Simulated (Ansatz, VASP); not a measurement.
Hf2ScO2: VASP beside Ansatz

```
Hf Sc O
1.0
     3.18926    0.00000    0.00000
    -1.59463    2.76198    0.00000
     0.00000    0.00000   15.77576
Hf Sc O
4 2 4
Direct
  0.66667 0.33333 0.42256
  0.66667 0.33333 0.07744
  0.33333 0.66667 0.92256
  0.33333 0.66667 0.57744
  0.33333 0.66667 0.25000
  0.66667 0.33333 0.75000
  0.00000 0.00000 0.33528
  0.00000 0.00000 0.16472
  0.00000 0.00000 0.83528
  0.00000 0.00000 0.66472
```

Alike in both runs: functional PBE; k mesh 12 × 12 × 2; occupations gaussian, width 0.1 eV; no spin polarisation.

Ansatz relaxed the structure, and its values are those at the end. VASP's run is a single point on that final structure, the one shown.

|  | VASP | Ansatz |
| --- | --- | --- |
| version | VASP 6.6.1 | Ansatz 0.2.0 |
| potentials or method | VASP PAW PBE potentials, release 64 (Hf_pv, Sc_sv, O), cutoff 600 eV | scalar-relativistic, plane waves, PAW |
| valence electrons in the cell | 86 | 150 |

|  | VASP | Ansatz | Ansatz less VASP |
| --- | --- | --- | --- |
| gap on the k mesh at the Fermi level (eV) | none | none | - |
| pressure (GPa) | -0.9 | 0.0 | +0.91 |
| rms of the force components (eV/Å) | 0.063 | 0.000 | -0.0625 |

A gap of «none» marks a metal or a gap that the smearing closes. The functional is the same, so the differences come from potentials, cutoffs and numerics. VASP's potentials hold 86 valence electrons a cell and Ansatz's 150, so a difference there can come from the potentials and not from the codes.

Neither program's run includes spin-orbit coupling.
